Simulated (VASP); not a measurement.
Here is a VASP 6.6.1 calculation.

File POSCAR:

```
KI
1.0
    5.9784420157      0.0000000000      0.0000000000
   -2.9892210079      5.1774826607      0.0000000000
    0.0000000000      0.0000000000      6.9680173002
K I
2 2
Direct
    0.3333333333      0.6666666667     -0.0625000000
    0.6666666667      0.3333333333      0.4375000000
    0.3333333333      0.6666666667      0.4375000000
    0.6666666667      0.3333333333      0.9375000000
```

Contents of INCAR.step1:

```
SYSTEM = KI
ALGO = Normal
EDIFF = 1E-4
ENCUT = 520
GGA = PE
ISMEAR = 0
LASPH = .True.
LCHARG = .False.
LREAL = .False.
LWAVE = .True.
NBANDS = 24
NELM = 100
PREC = Accurate
SIGMA = 0.01
```

File INCAR.step2:

```
SYSTEM = KI
ALGO = Normal
EDIFF = 1E-6
ENCUT = 520
ISIF = 2
ISMEAR = 0
ISTART = 1
LASPH = .True.
LCHARG = .False.
LMIXTAU = .True.
LREAL = .False.
LWAVE = .False.
METAGGA = R2SCAN
NBANDS = 24
NELM = 100
PREC = Accurate
SIGMA = 0.01
```

File KPOINTS:

```
k-points
0
Gamma
  6 6 4
  0 0 0
```

Potentials or basis: VASP PAW PBE potentials, release 64 (K_sv, I).

Run with:

```console
$ cat potpaw_PBE.64/K_sv/POTCAR potpaw_PBE.64/I/POTCAR > POTCAR
$ cp INCAR.step1 INCAR
$ mpirun -np 1 vasp_std > vasp.out
$ cp INCAR.step2 INCAR
$ mpirun -np 1 vasp_std > vasp.out
```

(1) What does it give for the pressure?

(2) What does it give for the band gap on the k mesh?

Answers

(1) 0.3 GPa.

(2) 4.38 eV.

Caveat: the structure was generated, so it needn't be the stable form of KI; the PAW data sets were made with another functional, which shifts forces and pressure a little; spin-orbit coupling is left out, which moves the levels of the heavy elements.
